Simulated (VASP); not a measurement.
## SiO2: single point with PBE

Crystal: SiO2.

```xyz
6
Lattice="-2.4621 2.4621 3.6141 2.4621 -2.4621 3.6141 2.4621 2.4621 -3.6141" Properties=species:S:1:pos:R:3 pbc="T T T"
Si    0.0000    0.0000    0.0000
Si    0.0000    2.4621    1.8070
O     1.2310    2.9151    2.7106
O     0.4531    1.2310    0.9035
O    -1.2310    2.0090    2.7106
O    -0.4531    3.6931    0.9035
```

```
Program                : VASP 6.6.1
Task                   : single point
Functional             : PBE
Potentials or basis    : VASP PAW PBE potentials, release 64 (Si, O)
Cutoff                 : 520 eV
k mesh                 : 6 × 6 × 6
Occupations            : gaussian, width 0.01 eV
Spin                   : no spin polarisation
Dipole correction      : no
Further INCAR settings : ALGO = Normal; EDIFF = 1e-06; NBANDS = 25
```

The pressure is 10.9 GPa. The largest force is 0.668 eV/Å. The band gap on the k mesh is 6.07 eV.

Forces on the atoms (eV/Å):
```
Si   0.000  0.000  0.000
Si   0.000  0.000  0.000
O    0.000  0.668  0.000
O    0.668  0.000  0.000
O    0.000 -0.668  0.000
O   -0.668  0.000  0.000
```

Stress tensor (GPa, compression positive):
```
10.91  0.00  0.00
 0.00 10.91  0.00
 0.00  0.00 10.79
```

Levels at points of the mesh, in eV from the valence-band top:
```tsv
k point	band 12	band 13	band 14	band 15	band 16	band 17	band 18	band 19	band 20	band 21
(0.00, 0.00, 0.00)	-1.70	-1.65	-0.62	0.00	0.00	6.07	9.00	10.78	10.78	11.10
(0.50, 0.00, 0.00)	-1.72	-1.61	-0.83	-0.56	-0.13	8.52	9.03	9.79	10.52	11.11
(0.50, 0.50, 0.00)	-2.20	-1.07	-1.07	-0.37	-0.37	9.27	9.27	10.57	10.57	11.45
(0.50, 0.50, 0.50)	-2.20	-1.52	-1.52	-0.37	-0.37	9.06	9.06	10.59	10.59	12.03
```

It took 2.2 min on 1 thread of AMD EPYC 7R13, on a shared host, peak memory 0.21 GiB.

Caveat: the cell stands under pressure. A k mesh can miss the band edges.
